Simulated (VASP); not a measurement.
IrRu2:

```
CELL_PARAMETERS angstrom
2.68172 0.00000 0.00000
-1.34086 2.32244 0.00000
0.00000 0.00000 13.15232
ATOMIC_POSITIONS crystal
Ru 0.33333 0.66667 0.08333
Ru 0.33333 0.66667 0.41667
Ru 0.66667 0.33333 0.58333
Ru 0.66667 0.33333 0.91667
Ir 0.33333 0.66667 0.75000
Ir 0.66667 0.33333 0.25000
```

* Program: VASP 6.6.1
* Task: relaxation of cell and atoms
* Functional: PBE
* Potentials or basis: VASP PAW PBE potentials, release 64 (Ru_pv, Ir)
* Cutoff: 600 eV
* k mesh: 6 × 6 × 2
* Occupations: gaussian, width 0.1 eV
* Spin: no spin polarisation

At the start: pressure 10.8 GPa; volume 13.65 Å³/atom.

**Question.** Where does the relaxation end?

**Answer.** Over 10 steps the energy falls by 56.1 meV/atom and the volume is 14.07 Å³/atom (+3.1 %); space group P6_3/mmc (No. 194, to 0.1 Å) before and after.

The path:
```
step  energy change (eV)  largest force (eV/Å)  pressure (GPa)  volume (Å³)
   1              0.0000                0.5699           10.81        81.91
   2              0.4334                0.1197          -24.03        93.09
   3             -0.2474                0.3873           -5.68        85.94
   4             -0.2090                0.0866            5.45        83.38
   5             -0.3301                0.2389           -1.26        84.76
   6             -0.3301                0.2342           -1.16        84.74
   7             -0.3318                0.0080            2.32        83.81
   8             -0.3356                0.1108            0.71        84.23
   9             -0.3362                0.0327           -0.63        84.57
  10             -0.3368                0.0253           -0.09        84.43
```

Final structure:
```
CELL_PARAMETERS angstrom
2.75999 0.00000 0.00000
-1.38000 2.39023 0.00000
0.00000 0.00000 12.79873
ATOMIC_POSITIONS crystal
Ru 0.33333 0.66667 0.08117
Ru 0.33333 0.66667 0.41883
Ru 0.66667 0.33333 0.58117
Ru 0.66667 0.33333 0.91883
Ir 0.33333 0.66667 0.75000
Ir 0.66667 0.33333 0.25000
```

Caveat: the k points lie up to 0.44 Å⁻¹ apart in the final cell, too coarse for converged energies and pressures of a metal.
